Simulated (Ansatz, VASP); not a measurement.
TaN: VASP beside Ansatz

```
Ta N
1.0
     3.03587    0.00000   -0.00038
    -1.51794    2.62914    0.00000
     1.51761    0.87619    2.59559
Ta N
1 1
Cartesian
  0.0000 0.0000 0.0000
  -0.0002 1.7527 1.2978
```

Change from the starting cell: band edges of the strained film's bulk.

Alike in both runs: task single point; functional PBEsol; k mesh 12 × 12 × 13; occupations gaussian, width 0.1 eV; no spin polarisation.

|  | VASP | Ansatz |
| --- | --- | --- |
| version | VASP 6.6.1 | Ansatz 0.2.0 |
| potentials or method | VASP PAW PBE potentials, release 64 (Ta_pv, N), cutoff 600 eV | scalar-relativistic, plane waves, PAW |
| valence electrons in the cell | 16 | 18 |

```tsv
	VASP	Ansatz	Ansatz less VASP
gap on the k mesh at the Fermi level (eV)	none	none	-
pressure (GPa)	5.0	4.1	-0.94
traceless stress, the component that is largest in VASP (GPa)	-4.03	-4.03	0.000
```

VASP's potentials were made for PBE, not for PBEsol. A gap of «none» marks a metal or a gap that the smearing closes. The functional is the same, so the differences come from potentials, cutoffs and numerics. VASP's potentials hold 16 valence electrons a cell and Ansatz's 18, so a difference there can come from the potentials and not from the codes.

Neither program's run includes spin-orbit coupling.
